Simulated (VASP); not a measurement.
# Ir (Fm-3m) in VASP: a series of runs, part 2 of 2

VASP 6.6.1. The steps go on from the part before.

## (3) Relaxation of cell and atoms, PBEsol

This run uses another cell than the first one, of 14.31 Å³/atom.

File INCAR:

```
PREC = Accurate
ENCUT = 600
EDIFF = 1E-6
ISMEAR = 0
SIGMA = 0.1
LREAL = F
LASPH = T
NELM = 100
ALGO = Normal
ISIF = 3
LWAVE = F
LCHARG = F
GGA = PS
IBRION = 2
NSW = 100
EDIFFG = -0.002
```

File KPOINTS:

```
regular mesh
0
Gamma
  18 18 18
```

File POSCAR:

```
Ir
1.0
    0.0000000000      1.9269646700      1.9269646700
    1.9269646700      0.0000000000      1.9269646700
    1.9269646700      1.9269646700      0.0000000000
Ir
1
Direct
    0.0000000000      0.0000000000      0.0000000000
```

Potentials or basis: VASP PAW PBE potentials, release 64 (Ir).

The run is started by

```
$ cat potpaw_PBE.64/Ir/POTCAR > POTCAR
$ mpirun -np 1 vasp_std > vasp.out
```

OUTCAR:

```text
PREC = Accurate
   ENCUT = 600
   EDIFF = 1E-6
   ISMEAR = 0
   LREAL = F
   LASPH = T
   NELM = 100
   ISIF = 3
   GGA = PS
   IBRION = 2
   NSW = 100
   EDIFFG = -0.002

 ion  position               nearest neighbor table
   1  0.000  0.000  0.000-

  LATTYP: Found a face centered cubic cell.
 ALAT       =     3.8539293400

  Lattice vectors:

 A1 = (   0.0000000000,   1.9269646700,   1.9269646700)
 A2 = (   1.9269646700,   0.0000000000,   1.9269646700)
 A3 = (   1.9269646700,   1.9269646700,   0.0000000000)

Analysis of symmetry for initial positions (statically):
=====================================================================
 Subroutine PRICEL returns:
 Original cell was already a primitive cell.

 Routine SETGRP: Setting up the symmetry group for a
 face centered cubic supercell.

 Subroutine GETGRP returns: Found 48 space group operations
 (whereof 48 operations were pure point group operations)
 out of a pool of 48 trial point group operations.

The static configuration has the point symmetry O_h .

Analysis of symmetry for dynamics (positions and initial velocities):
=====================================================================
 Subroutine PRICEL returns:
 Original cell was already a primitive cell.

 Routine SETGRP: Setting up the symmetry group for a
 face centered cubic supercell.

 Subroutine GETGRP returns: Found 48 space group operations
 (whereof 48 operations were pure point group operations)
 out of a pool of 48 trial point group operations.

The dynamic configuration has the point symmetry O_h .

 Subroutine INISYM returns: Found 48 space group operations
 (whereof 48 operations are pure point group operations),
 and found     1 'primitive' translations

----------------------------------------------------------------------------------------

                                     Primitive cell

  volume of cell :      14.3104

  direct lattice vectors                    reciprocal lattice vectors
     0.000000000  1.926964670  1.926964670    -0.259475437  0.259475437  0.259475437
     1.926964670  0.000000000  1.926964670     0.259475437 -0.259475437  0.259475437
     1.926964670  1.926964670  0.000000000     0.259475437  0.259475437 -0.259475437

  length of vectors
     2.725139571  2.725139571  2.725139571     0.449424640  0.449424640  0.449424640

  position of ions in fractional coordinates (direct lattice)
     0.000000000  0.000000000  0.000000000

  ion indices of the primitive-cell ions
   primitive index   ion index
                 1           1

----------------------------------------------------------------------------------------

 KPOINTS: regular mesh

Automatic generation of k-mesh.
 Grid dimensions read from file:
 generate k-points for:   18   18   18

 Generating k-lattice:

  Cartesian coordinates                     Fractional coordinates (reciprocal lattice)
    -0.014415302  0.014415302  0.014415302     0.055555556  0.000000000  0.000000000
     0.014415302 -0.014415302  0.014415302     0.000000000  0.055555556  0.000000000
     0.014415302  0.014415302 -0.014415302     0.000000000  0.000000000  0.055555556
[... 43 lines left out ...]
   dimension x,y,z NGXF=    48 NGYF=   48 NGZF=   48
   ions per type =               1
   NGX,Y,Z   is equivalent  to a cutoff of  14.64, 14.64, 14.64 a.u.
   NGXF,Y,Z  is equivalent  to a cutoff of  29.28, 29.28, 29.28 a.u.
 SYSTEM =  unknown system
   PREC   = accura    normal or accurate (medium, high low for compatibility)
   ISTART =      0    job   : 0-new  1-cont  2-samecut
   ICHARG =      2    charge: 1-file 2-atom 10-const
   ISPIN  =      1    spin polarized calculation?
   LNONCOLLINEAR =      F non collinear calculations
   LSORBIT =      F    spin-orbit coupling
   LASPH  =      T    aspherical Exc in radial PAW
   ENCUT  =  600.0 eV  44.10 Ry    6.64 a.u.   5.44  5.44  5.44*2*pi/ulx,y,z
   NELM   =    100;   NELMIN=  2; NELMDL= -5     # of ELM steps
   EDIFF  = 0.1E-05   stopping-criterion for ELM
   LREAL  =      F    real-space projection
   EDIFFG = -.2E-02   stopping-criterion for IOM
   NSW    =    100    number of steps for IOM
   IBRION =      2    ionic relax: 0-MD 1-quasi-New 2-CG
   NFREE  =      1    steps in history (QN), initial steepest desc. (CG)
   ISIF   =      3    stress and relaxation
   ISYM   =      2    0-nonsym 1-usesym 2-fastsym
   POTIM  = 0.5000    time-step for ionic-motion
   TEBEG  =    0.0;   TEEND  =   0.0 temperature during run
   PSTRESS=    0.0 pullay stress
   NELECT =       9.0000    total number of electrons
   NUPDOWN=      -1.0000    fix difference up-down
   EMIN   =  10.00;   EMAX   =-10.00  energy-range for DOS
   EFERMI =   0.00;   METHOD = LEGACY
   ISMEAR =     0;   SIGMA  =   0.10  broadening in eV -4-tet -1-fermi 0-gaus
   EFERMI_NEDOS =   21; number of points for ismear=-14 and -15
   IALGO  =     38    algorithm
   IMIX   =      4    mixing-type and parameters
     AMIX     =   0.40;   BMIX     =  1.00
     AMIX_MAG =   1.60;   BMIX_MAG =  1.00
  volume/ion in A,a.u.               =      14.31        96.57
  Fermi-wavevector in a.u.,A,eV,Ry     =   1.402615  2.650559 26.767147  1.967330
  Thomas-Fermi vector in A             =   2.525359
   LORBIT       =      0    0 simple, 1 ext, 2 COOP (PROOUT), +10 PAW based schemes
   GGA     = PS    functional components
   LHFCALC =     F    Hartree Fock is set to
   AEXX    =    0.0000 exact exchange contribution
   IVDW    =     0    specifies the selected vdW correction
   LEPSILON=     F    determine dielectric tensor
   LRPA    =     F    only Hartree local field effects (RPA)
 conjugate gradient relaxation of ions
 non-spin polarized calculation
 Gauss-broadening in eV      SIGMA  =   0.10
  energy-cutoff  :      600.00
  volume of cell :       14.31
 maximum number of plane-waves:       531
 NGX is ok and might be reduce to    24
   NGX = 11   NGY = 11   NGZ = 11

--------------------------------------- Ionic step        1  -------------------------------------------

 number of electron       9.0000000 magnetization

 Free energy of the ion-electron system (eV)
  ---------------------------------------------------
  ext. energy  EPLUGINS =         0.00000000
  ---------------------------------------------------
  free energy    TOTEN  =        -9.81924232 eV

  energy without entropy =       -9.81403556  energy(sigma->0) =       -9.81663894

------------------------ aborting loop because EDIFF is reached ----------------------------------------

  FORCE on cell =-STRESS in cart. coord.  units (eV):
  Direction    XX          YY          ZZ          XY          YZ          ZX
  --------------------------------------------------------------------------------------
  -------------------------------------------------------------------------------------
  Total       -0.5314081     -0.5314081     -0.5314081      0.0000000     -0.0000000      0.0000000
  in kB      -59.4959586    -59.4959586    -59.4959586      0.0000000     -0.0000000      0.0000000
  external PRESSURE =     -59.4959586 kB  Pullay stress =       0.0000000 kB
[... 92 lines left out ...]
--------------------------------------- Ionic step        4  -------------------------------------------

 number of electron       9.0000000 magnetization

 Free energy of the ion-electron system (eV)
  ---------------------------------------------------
  ext. energy  EPLUGINS =         0.00000000
  ---------------------------------------------------
  free energy    TOTEN  =        -9.82343471 eV

  energy without entropy =       -9.81838270  energy(sigma->0) =       -9.82090871

 E-fermi :  10.3570     XC(G=0): -14.1264

 val. band max:       10.3500684762   @ k =   0.5000   0.2222   0.1111
 cond. band min:      10.3664040434   @ k =   0.3333   0.1111   0.0556
 fundamental gap:      0.0163355672
 Fermi energy:        10.3569790123

 k-point     1 :       0.0000    0.0000    0.0000
  band No.  band energies     occupation
      1      -0.9170      2.00000
      2       6.3913      2.00000
      3       6.3913      2.00000
      4       6.3913      2.00000
      5       9.1254      2.00000
      6       9.1254      2.00000
      7      24.6303      0.00000
      8      30.2294      0.00000
[... 243 lines left out ...]
 k-point    24 :      -0.2222    0.0556    0.0000
  band No.  band energies     occupation
      1       1.3110      2.00000
      2       5.7136      2.00000
      3       6.8545      2.00000
      4       6.9480      2.00000
      5       8.8265      2.00000
      6       9.6960      2.00000
      7      24.4689      0.00000
      8      27.2972      0.00000

 [... further k-points ...]

------------------------ aborting loop because EDIFF is reached ----------------------------------------

  FORCE on cell =-STRESS in cart. coord.  units (eV):
  Direction    XX          YY          ZZ          XY          YZ          ZX
  --------------------------------------------------------------------------------------
  -------------------------------------------------------------------------------------
  Total       -0.0010227     -0.0010227     -0.0010227      0.0000000      0.0000000     -0.0000000
  in kB       -0.1163152     -0.1163152     -0.1163152      0.0000000      0.0000000     -0.0000000
  external PRESSURE =      -0.1163152 kB  Pullay stress =       0.0000000 kB
[... 16 lines left out ...]
  FREE ENERGIE OF THE ION-ELECTRON SYSTEM (eV)
  ---------------------------------------------------
  free  energy   TOTEN  =        -9.8234347137 eV

  energy  without entropy=       -9.8183827025  energy(sigma->0) =       -9.82090871

 reached required accuracy - stopping structural energy minimisation
```

CONTCAR:

```text
Ir
   1.00000000000000
     0.0000000000000000    1.9168962081779182    1.9168962081779182
     1.9168962081779182   -0.0000000000000000    1.9168962081779182
     1.9168962081779182    1.9168962081779182    0.0000000000000000
  Ir
     1
Direct
     0.0000000000000000    0.0000000000000000    0.0000000000000000

  0.00000000E+00  0.00000000E+00  0.00000000E+00
```

Run time: 20 s. Hardware: 1 thread of Intel Xeon 6975P-C (Granite Rapids), shared host; peak memory 0.17 GiB.

Results:

| Item | Value |
| --- | --- |
| Free energy | -9.8234 eV |
| Relaxed volume | 14.09 Å³/atom |
| Relaxed cell | a = 2.711 Å, b = 2.711 Å, c = 2.711 Å, α = 60.00°, β = 60.00°, γ = 60.00° |
| Space group after relaxing (to 0.1 Å) | Fm-3m (No. 225) |
| Energy gained by relaxing | 4.2 meV/atom |
| Ionic steps | 4 |
| Pressure after relaxing | 0.0 GPa |
| Band gap on the k mesh | zero (an odd number of electrons rules out a gap without spin polarisation) |

Step by step:
```tsv
step	energy change (eV)	largest force (eV/Å)	pressure (GPa)	volume (Å³)
1	0.0000	0.0000	-5.95	14.31
2	0.0663	0.0000	28.34	13.24
3	-0.0042	0.0000	-0.14	14.09
4	-0.0042	0.0000	-0.01	14.09
```

Final structure:
```xyz
1
Lattice="0.0000 1.9169 1.9169 1.9169 0.0000 1.9169 1.9169 1.9169 0.0000" Properties=species:S:1:pos:R:3 pbc="T T T"
Ir    0.0000    0.0000    0.0000
```

Levels at points of the mesh, in eV from the Fermi level:
```
           k point  band 2  band 3  band 4  band 5  band 6  band 7
(0.00, 0.00, 0.00)   -3.97   -3.97   -3.97   -1.23   -1.23   14.27
(0.50, 0.00, 0.00)   -4.06   -4.06   -0.87    0.87    0.87    7.23
(0.50, 0.50, 0.00)   -7.45    0.85    1.45    1.45    1.61   10.48
```

Caveat: the PAW data sets were made with another functional, which shifts forces and pressure a little; spin-orbit coupling is left out, which moves the levels of the heavy elements.
